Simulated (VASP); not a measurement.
Input of a VASP 6.6.1 run:

File INCAR:

```
PREC = Accurate ; ENCUT = 520
EDIFF = 1E-6 ; ISMEAR = -1
SIGMA = 0.02 ; LREAL = False
LASPH = True ; NELM = 100
ALGO = Normal ; ISIF = 2
LWAVE = False ; LCHARG = True
GGA = PS ; LELF = True
LVHAR = True ; NBANDS = 36
```

Contents of KPOINTS:

```
regular mesh
0
Gamma
  7 5 7
```

The input POSCAR:

```
Ge
1.0
   -2.8378036883      2.8378036883      0.0000000000
    0.0000000000      0.0000000000      5.6756073765
    2.8378036883      2.8378036883      0.0000000000
Ge
4
Direct
    0.5000000000      0.3750000000      0.2500000000
    0.0000000000      0.8750000000      0.7500000000
    0.0000000000      0.1250000000      0.2500000000
    0.5000000000      0.6250000000      0.7500000000
```

Potentials or basis: VASP PAW PBE potentials, release 64 (Ge_d).

Launch:

```bash
$ cat potpaw_PBE.64/Ge_d/POTCAR > POTCAR
$ mpirun -np 1 vasp_std > vasp.out
```

Question: What does it give for the band gap on the k mesh?

Answer: Zero (filled and empty bands touch).

Question: Estimate the pressure.

Answer: 0.0 GPa.

Caveat: the PAW data sets were made with another functional, which shifts forces and pressure a little.
